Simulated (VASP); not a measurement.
# RbLa2Cl2 (I4/mmm) in VASP: single point with PBE

Aim: the single point of RbLa2Cl2 with PBE.

Program: VASP 6.6.1. These are calculated values, not measurements. Logs are shortened: lines on timing, memory, paths and dates and some standing lists are left out, and cuts for length are marked.

### Step 1. The cell of the first run

The structure is tetragonal, space group I4/mmm (No. 139). The conventional cell has a = 5.726 Å, b = 5.726 Å, c = 12.299 Å, α = 90.00°, β = 90.00°, γ = 90.00°. Within 3.8 Å of Rb (site symmetry 4/mmm) lie 4 Cl at 2.86 Å. Within 4.4 Å of La (site symmetry 4mm) lie 4 Cl at 3.33 Å and 1 La at 3.41 Å and 4 Rb at 4.39 Å. Within 3.8 Å of Cl (site symmetry mmm) lie 2 Rb at 2.86 Å and 4 La at 3.33 Å.

### Step 2. Single point, PBE

File INCAR:

```
SYSTEM = RbLa2Cl2
ALGO = Normal
EDIFF = 1E-6
ENCUT = 520
GGA = PE
ISIF = 2
ISMEAR = 0
LASPH = .True.
LCHARG = .True.
LELF = .True.
LREAL = .False.
LVHAR = .True.
LWAVE = .False.
NBANDS = 30
NELM = 100
PREC = Accurate
SIGMA = 0.1
```

File KPOINTS:

```
k-points
0
Gamma
  10 10 10
  0 0 0
```

File POSCAR:

```
RbLa2Cl2
1.0
   -2.8630665227      2.8630665227      6.1495652420
    2.8630665227     -2.8630665227      6.1495652420
    2.8630665227      2.8630665227     -6.1495652420
Rb La Cl
1 2 2
Direct
    0.0000000000      0.0000000000      0.0000000000
    0.3612829693      0.3612829693      0.0000000000
    0.6387170307      0.6387170307      0.0000000000
    0.5000000000      0.0000000000      0.5000000000
    0.0000000000      0.5000000000      0.5000000000
```

Potentials or basis: VASP PAW PBE potentials, release 64 (Rb_sv, La, Cl).

Launch:

```console
cat potpaw_PBE.64/Rb_sv/POTCAR potpaw_PBE.64/La/POTCAR potpaw_PBE.64/Cl/POTCAR > POTCAR
mpirun -np 1 vasp_std > vasp.out
```

OUTCAR:

```text
SYSTEM = RbLa2Cl2
   EDIFF = 1E-6
   ENCUT = 520
   GGA = PE
   ISIF = 2
   ISMEAR = 0
   LASPH = .True.
   LREAL = .False.
   NELM = 100
   PREC = Accurate

 ion  position               nearest neighbor table
   1  0.000  0.000  0.000-   4 2.86   5 2.86   5 2.86   4 2.86   3 4.39   3 4.39   3 4.39   2 4.39
                             3 4.39   2 4.39   2 4.39   2 4.39   2 4.44   3 4.44
   2  0.361  0.361  0.000-   3 3.41   1 4.39   1 4.39   1 4.39   1 4.39   1 4.44
   3  0.639  0.639  0.000-   2 3.41   1 4.39   1 4.39   1 4.39   1 4.39   1 4.44
   4  0.500  0.000  0.500-   1 2.86   1 2.86
   5  0.000  0.500  0.500-   1 2.86   1 2.86

  LATTYP: Found a body centered tetragonal cell.
 ALAT       =     5.7261330454
 C/A-ratio  =     2.1478946414

  Lattice vectors:

 A1 = (  -2.8630665227,   2.8630665227,   6.1495652420)
 A2 = (   2.8630665227,  -2.8630665227,   6.1495652420)
 A3 = (   2.8630665227,   2.8630665227,  -6.1495652420)

Analysis of symmetry for initial positions (statically):
=====================================================================
 Subroutine PRICEL returns:
 Original cell was already a primitive cell.

 Routine SETGRP: Setting up the symmetry group for a
 body centered tetragonal supercell.

 Subroutine GETGRP returns: Found 16 space group operations
 (whereof 16 operations were pure point group operations)
 out of a pool of 16 trial point group operations.

The static configuration has the point symmetry D_4h.

Analysis of symmetry for dynamics (positions and initial velocities):
=====================================================================
 Subroutine PRICEL returns:
 Original cell was already a primitive cell.

 Routine SETGRP: Setting up the symmetry group for a
 body centered tetragonal supercell.

 Subroutine GETGRP returns: Found 16 space group operations
 (whereof 16 operations were pure point group operations)
 out of a pool of 16 trial point group operations.

The dynamic configuration has the point symmetry D_4h.

 Subroutine INISYM returns: Found 16 space group operations
 (whereof 16 operations are pure point group operations),
 and found     1 'primitive' translations

----------------------------------------------------------------------------------------

                                     Primitive cell

  volume of cell :     201.6356

  direct lattice vectors                    reciprocal lattice vectors
    -2.863066523  2.863066523  6.149565242     0.000000000  0.174637926  0.081306561
     2.863066523 -2.863066523  6.149565242     0.174637926  0.000000000  0.081306561
     2.863066523  2.863066523 -6.149565242     0.174637926  0.174637926  0.000000000

  length of vectors
     7.362842691  7.362842691  7.362842691     0.192637385  0.192637385  0.246975324

  position of ions in fractional coordinates (direct lattice)
     0.000000000  0.000000000  0.000000000
     0.361282969  0.361282969  0.000000000
     0.638717031  0.638717031  0.000000000
     0.500000000  0.000000000  0.500000000
     0.000000000  0.500000000  0.500000000

  ion indices of the primitive-cell ions
   primitive index   ion index
                 1           1
                 2           2
                 3           3
                 4           4
                 5           5

----------------------------------------------------------------------------------------

 KPOINTS: k-points

Automatic generation of k-mesh.
 Grid dimensions read from file:
 generate k-points for:   10   10   10

 Generating k-lattice:

  Cartesian coordinates                     Fractional coordinates (reciprocal lattice)
     0.000000000  0.017463793  0.008130656     0.100000000 -0.000000000  0.000000000
     0.017463793  0.000000000  0.008130656    -0.000000000  0.100000000  0.000000000
     0.017463793  0.017463793  0.000000000     0.000000000  0.000000000  0.100000000

  Length of vectors
     0.019263738  0.019263738  0.024697532

  Shift w.r.t. Gamma in fractional coordinates (k-lattice)
     0.000000000  0.000000000  0.000000000

 Subroutine IBZKPT returns following result:
 ===========================================

 Found    102 irreducible k-points:

 Following reciprocal coordinates:
            Coordinates               Weight
  0.000000  0.000000  0.000000      1.000000
  0.100000  0.000000 -0.000000      8.000000
  0.200000  0.000000 -0.000000      8.000000
  0.300000 -0.000000  0.000000      8.000000
  0.400000 -0.000000  0.000000      8.000000
  0.500000 -0.000000  0.000000      4.000000
[... 16 lines left out ...]
  0.300000  0.300000  0.000000      8.000000
  0.400000  0.300000  0.000000     16.000000
 [... further k-points ...]
   k-points           NKPTS =    102   k-points in BZ     NKDIM =    102   number of bands    NBANDS=     30
   number of dos      NEDOS =    301   number of ions     NIONS =      5
   total plane-waves  NPLWV = 175616
   dimension x,y,z NGX =    56 NGY =   56 NGZ =   56
   dimension x,y,z NGXF=   112 NGYF=  112 NGZF=  112
   ions per type =               1   2   2
   NGX,Y,Z   is equivalent  to a cutoff of  12.64, 12.64, 12.64 a.u.
   NGXF,Y,Z  is equivalent  to a cutoff of  25.29, 25.29, 25.29 a.u.
 SYSTEM =  RbLa2Cl2
   PREC   = accura    normal or accurate (medium, high low for compatibility)
   ISTART =      0    job   : 0-new  1-cont  2-samecut
   ICHARG =      2    charge: 1-file 2-atom 10-const
   ISPIN  =      1    spin polarized calculation?
   LNONCOLLINEAR =      F non collinear calculations
   LSORBIT =      F    spin-orbit coupling
   LASPH  =      T    aspherical Exc in radial PAW
   ENCUT  =  520.0 eV  38.22 Ry    6.18 a.u.  13.69 13.69 13.69*2*pi/ulx,y,z
   NELM   =    100;   NELMIN=  2; NELMDL= -5     # of ELM steps
   EDIFF  = 0.1E-05   stopping-criterion for ELM
   LREAL  =      F    real-space projection
   EDIFFG = 0.1E-04   stopping-criterion for IOM
   NSW    =      0    number of steps for IOM
   IBRION =     -1    ionic relax: 0-MD 1-quasi-New 2-CG
   NFREE  =      0    steps in history (QN), initial steepest desc. (CG)
   ISIF   =      2    stress and relaxation
   ISYM   =      2    0-nonsym 1-usesym 2-fastsym
   POTIM  = 0.5000    time-step for ionic-motion
   TEBEG  =    0.0;   TEEND  =   0.0 temperature during run
   PSTRESS=    0.0 pullay stress
   NELECT =      45.0000    total number of electrons
   NUPDOWN=      -1.0000    fix difference up-down
   EMIN   =  10.00;   EMAX   =-10.00  energy-range for DOS
   EFERMI =   0.00;   METHOD = LEGACY
   ISMEAR =     0;   SIGMA  =   0.10  broadening in eV -4-tet -1-fermi 0-gaus
   EFERMI_NEDOS =   21; number of points for ismear=-14 and -15
   IALGO  =     38    algorithm
   IMIX   =      4    mixing-type and parameters
     AMIX     =   0.40;   BMIX     =  1.00
     AMIX_MAG =   1.60;   BMIX_MAG =  1.00
  volume/ion in A,a.u.               =      40.33       272.14
  Fermi-wavevector in a.u.,A,eV,Ry     =   0.993017  1.876530 13.416464  0.986082
  Thomas-Fermi vector in A             =   2.124869
   LORBIT       =      0    0 simple, 1 ext, 2 COOP (PROOUT), +10 PAW based schemes
   GGA     = PE    functional components
   LHFCALC =     F    Hartree Fock is set to
   AEXX    =    0.0000 exact exchange contribution
   IVDW    =     0    specifies the selected vdW correction
   LEPSILON=     F    determine dielectric tensor
   LRPA    =     F    only Hartree local field effects (RPA)
 non-spin polarized calculation
 Gauss-broadening in eV      SIGMA  =   0.10
  energy-cutoff  :      520.00
  volume of cell :      201.64
 maximum number of plane-waves:      5459
   NGX = 27   NGY = 27   NGZ = 27

 number of electron      44.9999997 magnetization

 Free energy of the ion-electron system (eV)
  ---------------------------------------------------
  ext. energy  EPLUGINS =         0.00000000
  ---------------------------------------------------
  free energy    TOTEN  =       -17.48715971 eV

  energy without entropy =      -17.45626960  energy(sigma->0) =      -17.47171466

 E-fermi :   4.2458     XC(G=0):  -7.9446

 val. band max:        4.2348368290   @ k =  -0.4000   0.4000   0.4000
 cond. band min:       4.2465328264   @ k =  -0.2000  -0.4000   0.1000
 fundamental gap:      0.0116959974
 Fermi energy:         4.2458131838

 k-point     1 :       0.0000    0.0000    0.0000
  band No.  band energies     occupation
      1     -29.9683      2.00000
      2     -29.8818      2.00000
      3     -23.3048      2.00000
      4     -13.9171      2.00000
      5     -13.7301      2.00000
      6     -13.7301      2.00000
[... 22 lines left out ...]
     29       4.8020      0.00000
     30       4.8792      0.00000

 k-point     2 :       0.1000    0.0000   -0.0000
  band No.  band energies     occupation
      1     -29.9681      2.00000
      2     -29.8820      2.00000
      3     -23.3044      2.00000
      4     -13.9156      2.00000
      5     -13.7473      2.00000
      6     -13.7314      2.00000
[... 22 lines left out ...]
     29       4.8122      0.00000
     30       4.8568      0.00000

 k-point     3 :       0.2000    0.0000   -0.0000
  band No.  band energies     occupation
      1     -29.9676      2.00000
      2     -29.8824      2.00000
      3     -23.3036      2.00000
      4     -13.9129      2.00000
      5     -13.7885      2.00000
      6     -13.7345      2.00000
[... 22 lines left out ...]
     29       4.7996      0.00000
     30       4.8358      0.00000

 k-point     4 :       0.3000   -0.0000    0.0000
  band No.  band energies     occupation
      1     -29.9669      2.00000
      2     -29.8829      2.00000
      3     -23.3025      2.00000
      4     -13.9138      2.00000
      5     -13.8312      2.00000
      6     -13.7381      2.00000
[... 22 lines left out ...]
     29       4.7992      0.00000
     30       4.8450      0.00000

 k-point     5 :       0.4000   -0.0000    0.0000
  band No.  band energies     occupation
      1     -29.9664      2.00000
      2     -29.8833      2.00000
      3     -23.3016      2.00000
      4     -13.9221      2.00000
      5     -13.8557      2.00000
      6     -13.7407      2.00000
[... 22 lines left out ...]
     29       4.7747      0.00000
     30       4.8140      0.00000
[... 526 lines left out ...]
     29       4.7984      0.00000
     30       4.8311      0.00000

 k-point    22 :      -0.2000    0.2000    0.0000
  band No.  band energies     occupation
      1     -29.9674      2.00000
      2     -29.8823      2.00000
      3     -23.3023      2.00000
      4     -13.9150      2.00000
      5     -13.8074      2.00000
      6     -13.7671      2.00000
[... 22 lines left out ...]
     29       4.7986      0.00000
     30       4.8160      0.00000

 k-point    23 :       0.3000    0.3000    0.0000
  band No.  band energies     occupation
      1     -29.9660      2.00000
      2     -29.8835      2.00000
      3     -23.3002      2.00000
      4     -13.9358      2.00000
      5     -13.8924      2.00000
      6     -13.7622      2.00000
[... 22 lines left out ...]
     29       4.8012      0.00000
     30       4.8220      0.00000

 k-point    24 :       0.4000    0.3000    0.0000
  band No.  band energies     occupation
      1     -29.9659      2.00000
      2     -29.8835      2.00000
      3     -23.2993      2.00000
      4     -13.9424      2.00000
      5     -13.9182      2.00000
      6     -13.7635      2.00000
[... 22 lines left out ...]
     29       4.8063      0.00000
     30       4.8204      0.00000

 [... further k-points ...]
[... 5 lines left out ...]
  --------------------------------------------------------------------------------------
  -------------------------------------------------------------------------------------
  Total        0.0064210      0.0064210     -0.0525133      0.0000000     -0.0000000      0.0000000
  in kB        0.0510209      0.0510209     -0.4172656      0.0000000     -0.0000000      0.0000000
  external PRESSURE =      -0.1050746 kB  Pullay stress =       0.0000000 kB

 VOLUME and BASIS-vectors are now :
 -----------------------------------------------------------------------------
  energy-cutoff  :      520.00
  volume of cell :      201.64
      direct lattice vectors                 reciprocal lattice vectors
    -2.863066523  2.863066523  6.149565242     0.000000000  0.174637926  0.081306561
     2.863066523 -2.863066523  6.149565242     0.174637926  0.000000000  0.081306561
     2.863066523  2.863066523 -6.149565242     0.174637926  0.174637926  0.000000000

 POSITION                                       TOTAL-FORCE (eV/Angst)
 -----------------------------------------------------------------------------------
      0.00000      0.00000      0.00000         0.000000      0.000000     -0.000000
      0.00000      0.00000      4.44347        -0.000000     -0.000000     -0.010049
      0.00000      0.00000      7.85566         0.000000      0.000000      0.010049
      0.00000      2.86307      0.00000         0.000000      0.000000      0.000000
      2.86307      0.00000      0.00000         0.000000      0.000000     -0.000000
 -----------------------------------------------------------------------------------
    total drift:                                0.000000      0.000000     -0.000000

  FREE ENERGIE OF THE ION-ELECTRON SYSTEM (eV)
  ---------------------------------------------------
  free  energy   TOTEN  =       -17.4871597139 eV

  energy  without entropy=      -17.4562695966  energy(sigma->0) =      -17.47171466
```

Run time: 21 min. Hardware: 1 thread of Intel Xeon Platinum 8488C (Sapphire Rapids), shared host; peak memory 0.89 GiB.

Results:

* Free energy: -17.4872 eV
* Pressure: 0.0 GPa
* Largest force: 0.010 eV/Å

Forces in eV/Å, atoms in the order of the input:
```
Rb   0.000  0.000  0.000
La   0.000  0.000 -0.010
La   0.000  0.000  0.010
Cl   0.000  0.000  0.000
Cl   0.000  0.000  0.000
```

Levels at points of the mesh, in eV from the Fermi level:
| k point | band 20 | band 21 | band 22 | band 23 | band 24 | band 25 |
| --- | --- | --- | --- | --- | --- | --- |
| (0.00, 0.00, 0.00) | -4.44 | -1.73 | -0.08 | 0.06 | 0.44 | 0.44 |
| (0.50, 0.00, 0.00) | -4.51 | -0.54 | -0.53 | -0.04 | 0.27 | 0.43 |
| (0.50, 0.50, 0.00) | -5.31 | -0.59 | -0.43 | -0.09 | 0.18 | 0.22 |
| (0.50, 0.50, 0.50) | -4.44 | -0.69 | -0.41 | 0.13 | 0.14 | 0.50 |

Caveat: spin-orbit coupling is left out, which moves the levels of the heavy elements; an odd number of electrons without spin polarisation forces a metal; a magnetic or distorted state may lie lower.
